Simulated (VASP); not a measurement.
# MoS2 in VASP: notebook

MoS2 is run at these levels: PBE; tasks: single point.

Program: VASP 6.6.1. These are calculated values, not measurements. Logs are shortened: lines on timing, memory, paths and dates and some standing lists are left out, and cuts for length are marked.

## Step 1: The cell of the first run

The structure is trigonal, space group R3m (No. 160). Conventional cell: a = 3.202 Å, b = 3.202 Å, c = 18.693 Å, α = 90.00°, β = 90.00°, γ = 120.00°. Mo (site symmetry 3m) has 6 S at 2.42 Å and 6 Mo at 3.20 Å within 3.3 Å. S (site symmetry 3m) has 3 Mo at 2.42 Å and 7 S at 3.12 to 3.20 Å within 3.3 Å. S (site symmetry 3m) has 3 Mo at 2.42 Å and 7 S at 3.12 to 3.20 Å within 3.3 Å.

## Step 2: Single point, PBE (18.44 Å³/atom)

Contents of INCAR:

```
ALGO     = Normal         # electronic algorithm
EDIFF    = 1E-6           # SCF threshold, eV
ENCUT    = 520            # plane-wave cutoff, eV
GGA      = PE             # functional
ISIF     = 2              # what is computed and relaxed
ISMEAR   = -1             # smearing method
LASPH    = True           # aspherical terms in the spheres
LCHARG   = False          # write CHGCAR
LREAL    = False          # projectors in reciprocal space
LWAVE    = False          # write WAVECAR
NBANDS   = 20             # bands
NELM     = 60             # most SCF steps
PREC     = Accurate       # precision mode
SIGMA    = 0.05           # smearing width, eV
```

Contents of KPOINTS:

```
k-points
0
Gamma
  10 10 10
```

Contents of POSCAR:

```
MoS2
1.0
    1.6007918580      0.9242176101      6.2309303335
   -1.6007918580      0.9242176101      6.2309303335
    0.0000000000     -1.8484352203      6.2309303335
Mo S
1 2
Direct
    0.0000000000      0.0000000000      0.0000000000
    0.4170000000      0.4170000000      0.4170000000
    0.2500000000      0.2500000000      0.2500000000
```

Potentials or basis: VASP PAW PBE potentials, release 64 (Mo_sv, S).

On the command line:

```sh
$ cat potpaw_PBE.64/Mo_sv/POTCAR potpaw_PBE.64/S/POTCAR > POTCAR
$ mpirun -np 1 vasp_std > vasp.out
```

OUTCAR:

```text
EDIFF = 1E-6
   ENCUT = 520
   GGA = PE
   ISIF = 2
   ISMEAR = -1
   LASPH = True
   LREAL = False
   NELM = 60
   PREC = Accurate

 ion  position               nearest neighbor table
   1  0.000  0.000  0.000-   3 2.42   3 2.42   3 2.42   2 2.42   2 2.42   2 2.42
   2  0.417  0.417  0.417-   1 2.42   1 2.42   1 2.42
   3  0.250  0.250  0.250-   1 2.42   1 2.42   1 2.42

  LATTYP: Found a trigonal (rhomboedric) cell.
 ALAT       =     6.4993234713
 COS(alpha) =     0.8786713335

  Lattice vectors:

 A1 = (   1.6007918580,   0.9242176101,   6.2309303335)
 A2 = (  -1.6007918580,   0.9242176101,   6.2309303335)
 A3 = (   0.0000000000,  -1.8484352203,   6.2309303335)

Analysis of symmetry for initial positions (statically):
=====================================================================
 Subroutine PRICEL returns:
 Original cell was already a primitive cell.

 Routine SETGRP: Setting up the symmetry group for a
 trigonal (rhombohedral) supercell.

 Subroutine GETGRP returns: Found  6 space group operations
 (whereof  6 operations were pure point group operations)
 out of a pool of 12 trial point group operations.

The static configuration has the point symmetry C_3v.

Analysis of symmetry for dynamics (positions and initial velocities):
=====================================================================
 Subroutine PRICEL returns:
 Original cell was already a primitive cell.

 Routine SETGRP: Setting up the symmetry group for a
 trigonal (rhombohedral) supercell.

 Subroutine GETGRP returns: Found  6 space group operations
 (whereof  6 operations were pure point group operations)
 out of a pool of 12 trial point group operations.

The dynamic configuration has the point symmetry C_3v.

 Subroutine INISYM returns: Found  6 space group operations
 (whereof  6 operations are pure point group operations),
 and found     1 'primitive' translations

----------------------------------------------------------------------------------------

                                     Primitive cell

  volume of cell :      55.3112

  direct lattice vectors                    reciprocal lattice vectors
     1.600791858  0.924217610  6.230930333     0.312345417  0.180332710  0.053496559
    -1.600791858  0.924217610  6.230930333    -0.312345417  0.180332710  0.053496559
     0.000000000 -1.848435220  6.230930333     0.000000000 -0.360665421  0.053496559

  length of vectors
     6.499323471  6.499323471  6.499323471     0.364611338  0.364611338  0.364611338

  position of ions in fractional coordinates (direct lattice)
     0.000000000  0.000000000  0.000000000
     0.417000000  0.417000000  0.417000000
     0.250000000  0.250000000  0.250000000

  ion indices of the primitive-cell ions
   primitive index   ion index
                 1           1
                 2           2
                 3           3

----------------------------------------------------------------------------------------

 KPOINTS: k-points

Automatic generation of k-mesh.
 Grid dimensions read from file:
 generate k-points for:   10   10   10

 Generating k-lattice:

  Cartesian coordinates                     Fractional coordinates (reciprocal lattice)
     0.031234542  0.018033271  0.005349656     0.100000000 -0.000000000 -0.000000000
    -0.031234542  0.018033271  0.005349656    -0.000000000  0.100000000 -0.000000000
     0.000000000 -0.036066542  0.005349656     0.000000000  0.000000000  0.100000000

  Length of vectors
     0.036461134  0.036461134  0.036461134

  Shift w.r.t. Gamma in fractional coordinates (k-lattice)
     0.000000000  0.000000000  0.000000000

 Subroutine IBZKPT returns following result:
 ===========================================

 Found    116 irreducible k-points:

 Following reciprocal coordinates:
            Coordinates               Weight
  0.000000  0.000000  0.000000      1.000000
  0.100000  0.000000  0.000000      6.000000
  0.200000  0.000000  0.000000      6.000000
  0.300000 -0.000000 -0.000000      6.000000
  0.400000  0.000000  0.000000      6.000000
  0.500000 -0.000000  0.000000      3.000000
[... 16 lines left out ...]
  0.300000  0.300000 -0.000000      6.000000
  0.400000  0.300000  0.000000     12.000000
 [... further k-points ...]
   k-points           NKPTS =    116   k-points in BZ     NKDIM =    116   number of bands    NBANDS=     20
   number of dos      NEDOS =    301   number of ions     NIONS =      3
   total plane-waves  NPLWV = 110592
   dimension x,y,z NGX =    48 NGY =   48 NGZ =   48
   dimension x,y,z NGXF=    96 NGYF=   96 NGZF=   96
   ions per type =               1   2
   NGX,Y,Z   is equivalent  to a cutoff of  12.28, 12.28, 12.28 a.u.
   NGXF,Y,Z  is equivalent  to a cutoff of  24.56, 24.56, 24.56 a.u.
 SYSTEM =  unknown system
   PREC   = accura    normal or accurate (medium, high low for compatibility)
   ISTART =      0    job   : 0-new  1-cont  2-samecut
   ICHARG =      2    charge: 1-file 2-atom 10-const
   ISPIN  =      1    spin polarized calculation?
   LNONCOLLINEAR =      F non collinear calculations
   LSORBIT =      F    spin-orbit coupling
   LASPH  =      T    aspherical Exc in radial PAW
   ENCUT  =  520.0 eV  38.22 Ry    6.18 a.u.  12.08 12.08 12.08*2*pi/ulx,y,z
   NELM   =     60;   NELMIN=  2; NELMDL= -5     # of ELM steps
   EDIFF  = 0.1E-05   stopping-criterion for ELM
   LREAL  =      F    real-space projection
   EDIFFG = 0.1E-04   stopping-criterion for IOM
   NSW    =      0    number of steps for IOM
   IBRION =     -1    ionic relax: 0-MD 1-quasi-New 2-CG
   NFREE  =      0    steps in history (QN), initial steepest desc. (CG)
   ISIF   =      2    stress and relaxation
   ISYM   =      2    0-nonsym 1-usesym 2-fastsym
   POTIM  = 0.5000    time-step for ionic-motion
   TEBEG  =    0.0;   TEEND  =   0.0 temperature during run
   PSTRESS=    0.0 pullay stress
   NELECT =      26.0000    total number of electrons
   NUPDOWN=      -1.0000    fix difference up-down
   EMIN   =  10.00;   EMAX   =-10.00  energy-range for DOS
   EFERMI =   0.00;   METHOD = LEGACY
   ISMEAR =    -1;   SIGMA  =   0.05  broadening in eV -4-tet -1-fermi 0-gaus
   EFERMI_NEDOS =   21; number of points for ismear=-14 and -15
   IALGO  =     38    algorithm
   IMIX   =      4    mixing-type and parameters
     AMIX     =   0.40;   BMIX     =  1.00
     AMIX_MAG =   1.60;   BMIX_MAG =  1.00
  volume/ion in A,a.u.               =      18.44       124.42
  Fermi-wavevector in a.u.,A,eV,Ry     =   1.272902  2.405435 22.045230  1.620279
  Thomas-Fermi vector in A             =   2.405755
   LORBIT       =      0    0 simple, 1 ext, 2 COOP (PROOUT), +10 PAW based schemes
   GGA     = PE    functional components
   LHFCALC =     F    Hartree Fock is set to
   AEXX    =    0.0000 exact exchange contribution
   IVDW    =     0    specifies the selected vdW correction
   LEPSILON=     F    determine dielectric tensor
   LRPA    =     F    only Hartree local field effects (RPA)
 non-spin polarized calculation
  energy-cutoff  :      520.00
  volume of cell :       55.31
 maximum number of plane-waves:      1510
   NGX = 25   NGY = 25   NGZ = 25

 number of electron      25.9999999 magnetization

 Free energy of the ion-electron system (eV)
  ---------------------------------------------------
  ext. energy  EPLUGINS =         0.00000000
  ---------------------------------------------------
  free energy    TOTEN  =       -21.81909999 eV

  energy without entropy =      -21.81909909  energy(sigma->0) =      -21.81909954

 E-fermi :   7.5448     XC(G=0): -10.6330

 val. band max:        7.1152773834   @ k =   0.5000   0.5000   0.5000
 cond. band min:       8.1100591830   @ k =  -0.2000   0.2000   0.0000
 fundamental gap:      0.9947817995
 Fermi energy:         7.5447928362

 k-point     1 :       0.0000    0.0000    0.0000
  band No.  band energies     occupation
      1     -54.4418      2.00000
      2     -28.5696      2.00000
      3     -28.3843      2.00000
      4     -28.3843      2.00000
      5      -7.7062      2.00000
      6      -6.1151      2.00000
[... 12 lines left out ...]
     19      15.1507      0.00000
     20      15.5275      0.00000

 k-point     2 :       0.1000    0.0000    0.0000
  band No.  band energies     occupation
      1     -54.4385      2.00000
      2     -28.5630      2.00000
      3     -28.4183      2.00000
      4     -28.3920      2.00000
      5      -7.5604      2.00000
      6      -6.0677      2.00000
[... 12 lines left out ...]
     19      15.5868      0.00000
     20      15.7966      0.00000

 k-point     3 :       0.2000    0.0000    0.0000
  band No.  band energies     occupation
      1     -54.4299      2.00000
      2     -28.5457      2.00000
      3     -28.5067      2.00000
      4     -28.4123      2.00000
      5      -7.1548      2.00000
      6      -5.9359      2.00000
[... 12 lines left out ...]
     19      15.7372      0.00000
     20      16.1345      0.00000

 k-point     4 :       0.3000   -0.0000   -0.0000
  band No.  band energies     occupation
      1     -54.4192      2.00000
      2     -28.6142      2.00000
      3     -28.5241      2.00000
      4     -28.4373      2.00000
      5      -6.5903      2.00000
      6      -5.7553      2.00000
[... 12 lines left out ...]
     19      14.7971      0.00000
     20      15.2549      0.00000

 k-point     5 :       0.4000    0.0000    0.0000
  band No.  band energies     occupation
      1     -54.4106      2.00000
      2     -28.6998      2.00000
      3     -28.5067      2.00000
      4     -28.4574      2.00000
      5      -6.0554      2.00000
      6      -5.5932      2.00000
[... 12 lines left out ...]
     19      14.1160      0.00000
     20      14.5598      0.00000
[... 353 lines left out ...]
      6      -5.4991      2.00000
[... 12 lines left out ...]
     19      15.1417      0.00000
     20      16.0461      0.00000

 k-point    22 :      -0.2000    0.2000    0.0000
  band No.  band energies     occupation
      1     -54.4143      2.00000
      2     -28.6324      2.00000
      3     -28.5142      2.00000
      4     -28.4808      2.00000
      5      -6.3167      2.00000
      6      -5.6397      2.00000
[... 12 lines left out ...]
     19      15.2069      0.00000
     20      16.0345      0.00000

 k-point    23 :       0.3000    0.3000   -0.0000
  band No.  band energies     occupation
      1     -54.4192      2.00000
      2     -28.6142      2.00000
      3     -28.5241      2.00000
      4     -28.4373      2.00000
      5      -6.5465      2.00000
      6      -5.8166      2.00000
[... 12 lines left out ...]
     19      14.9783      0.00000
     20      15.5288      0.00000

 k-point    24 :       0.4000    0.3000    0.0000
  band No.  band energies     occupation
      1     -54.4132      2.00000
      2     -28.6592      2.00000
      3     -28.5121      2.00000
      4     -28.4660      2.00000
      5      -6.1849      2.00000
      6      -5.7054      2.00000
[... 12 lines left out ...]
     19      14.7050      0.00000
     20      15.5977      0.00000

 [... further k-points ...]

------------------------ aborting loop because EDIFF is reached ----------------------------------------

  FORCE on cell =-STRESS in cart. coord.  units (eV):
  Direction    XX          YY          ZZ          XY          YZ          ZX
  --------------------------------------------------------------------------------------
  -------------------------------------------------------------------------------------
  Total       -0.4314275     -0.4314275      0.1460413      0.0000000     -0.0000000      0.0000000
  in kB      -12.4969833    -12.4969833      4.2303186      0.0000000     -0.0000000      0.0000000
  external PRESSURE =      -6.9212160 kB  Pullay stress =       0.0000000 kB

 VOLUME and BASIS-vectors are now :
 -----------------------------------------------------------------------------
  energy-cutoff  :      520.00
  volume of cell :       55.31
      direct lattice vectors                 reciprocal lattice vectors
     1.600791858  0.924217610  6.230930333     0.312345417  0.180332710  0.053496559
    -1.600791858  0.924217610  6.230930333    -0.312345417  0.180332710  0.053496559
     0.000000000 -1.848435220  6.230930333     0.000000000 -0.360665421  0.053496559

 POSITION                                       TOTAL-FORCE (eV/Angst)
 -----------------------------------------------------------------------------------
      0.00000      0.00000      0.00000         0.000000     -0.000000      0.079384
      0.00000     -0.00000      7.79489         0.000000      0.000000     -0.209799
      0.00000     -0.00000      4.67320         0.000000     -0.000000      0.130415
 -----------------------------------------------------------------------------------
    total drift:                                0.000000      0.000000     -0.000020

  FREE ENERGIE OF THE ION-ELECTRON SYSTEM (eV)
  ---------------------------------------------------
  free  energy   TOTEN  =       -21.8190999861 eV

  energy  without entropy=      -21.8190990865  energy(sigma->0) =      -21.81909954
```

Run time: 5.6 min. Hardware: 1 thread of Intel Xeon Platinum 8375C at 2.90GHz (Ice Lake), shared host; peak memory 0.38 GiB.

What came out:

* Free energy: -21.8191 eV
* Pressure: -0.7 GPa
* Largest force: 0.210 eV/Å
* Band gap on the k mesh: 0.99 eV (least direct gap 1.86 eV)

Forces on the atoms (eV/Å):
```
Mo   0.000  0.000  0.079
S    0.000  0.000 -0.210
S    0.000  0.000  0.130
```

A k mesh can miss the band edges.

## Step 3: Single point, PBE (atoms moved at random)

Contents of INCAR:

```
SYSTEM = MoS2
ALGO     = Normal         ! electronic algorithm
EDIFF    = 1E-6           ! SCF threshold, eV
ENCUT    = 520            ! plane-wave cutoff, eV
GGA      = PE             ! functional
ISIF     = 2              ! what is computed and relaxed
ISMEAR   = -1             ! smearing method
LASPH    = .True.         ! aspherical terms in the spheres
LCHARG   = .True.         ! write CHGCAR
LELF     = .True.         ! ELF
LREAL    = .False.        ! projectors in reciprocal space
LVHAR    = .True.       
LWAVE    = .False.        ! write WAVECAR
NBANDS   = 20             ! bands
NELM     = 100            ! most SCF steps
PREC     = Accurate       ! precision mode
SIGMA    = 0.05           ! smearing width, eV
```

Contents of KPOINTS:

```
k-points
0
Gamma
  10 10 10
  0 0 0
```

Contents of POSCAR:

```
MoS2
1.0
    1.5800000000      0.9122134253      6.1500000000
   -1.5800000000      0.9122134253      6.1500000000
    0.0000000000     -1.8244268506      6.1500000000
Mo S
1 2
Direct
    0.0010860000     -0.0053460000      0.0022860000
    0.3938190000      0.4317550000      0.4335890000
    0.2419980000      0.2439430000      0.2603120000
```

Potentials or basis: VASP PAW PBE potentials, release 64 (Mo_sv, S).

On the command line:

```sh
$ cat potpaw_PBE.64/Mo_sv/POTCAR potpaw_PBE.64/S/POTCAR > POTCAR
$ mpirun -np 1 vasp_std > vasp.out
```

It took 26 min on 1 thread of Intel Xeon Platinum 8375C at 2.90GHz (Ice Lake), shared host; peak memory 0.68 GiB.

The run converged. Its results:

```
Free energy            : -21.7557 eV
Pressure               : 1.9 GPa
Largest force          : 1.207 eV/Å
Band gap on the k mesh : 0.91 eV (least direct gap 1.92 eV)
```

Forces on the atoms (eV/Å):
```
Mo  -0.772 -0.507  0.776
S    0.610  0.252 -0.597
S    0.162  0.255 -0.179
```

Stress tensor (GPa, compression positive):
```
 1.93 -0.70  2.07
-0.70  2.91  0.02
 2.07  0.02  0.87
```

Levels at points of the mesh, in eV from the valence-band top:
| k point | band 9 | band 10 | band 11 | band 12 | band 13 | band 14 | band 15 | band 16 | band 17 | band 18 |
| --- | --- | --- | --- | --- | --- | --- | --- | --- | --- | --- |
| (0.00, 0.00, 0.00) | -3.12 | -2.29 | -1.87 | -1.33 | -1.04 | 1.81 | 2.26 | 2.41 | 2.56 | 5.66 |
| (0.50, 0.00, 0.00) | -4.95 | -3.90 | -2.20 | -1.48 | -1.34 | 1.75 | 2.08 | 3.38 | 3.46 | 5.16 |
| (0.00, 0.50, 0.00) | -4.85 | -3.77 | -2.42 | -1.61 | -1.25 | 1.69 | 2.09 | 3.22 | 3.70 | 5.45 |
| (0.00, 0.00, 0.50) | -4.85 | -3.76 | -2.39 | -1.61 | -1.27 | 1.69 | 2.09 | 3.24 | 3.72 | 5.38 |
| (0.50, 0.50, 0.00) | -4.56 | -3.68 | -2.98 | -1.69 | -1.20 | 1.65 | 2.20 | 3.08 | 3.88 | 6.15 |
| (0.50, 0.00, 0.50) | -4.58 | -3.69 | -2.95 | -1.69 | -1.19 | 1.65 | 2.20 | 3.09 | 3.89 | 6.09 |
| (0.00, 0.50, 0.50) | -4.64 | -3.82 | -2.89 | -1.69 | -1.12 | 1.70 | 2.19 | 2.88 | 3.93 | 6.06 |
| (0.50, 0.50, 0.50) | -3.23 | -3.14 | -2.25 | -1.82 | 0.00 | 1.92 | 2.17 | 2.40 | 2.47 | 5.80 |

Caveat: the cell differs from its parent crystal (atoms moved at random); forces of over 1 eV/Å act on the atoms, so gaps and moduli don't describe the material at rest.
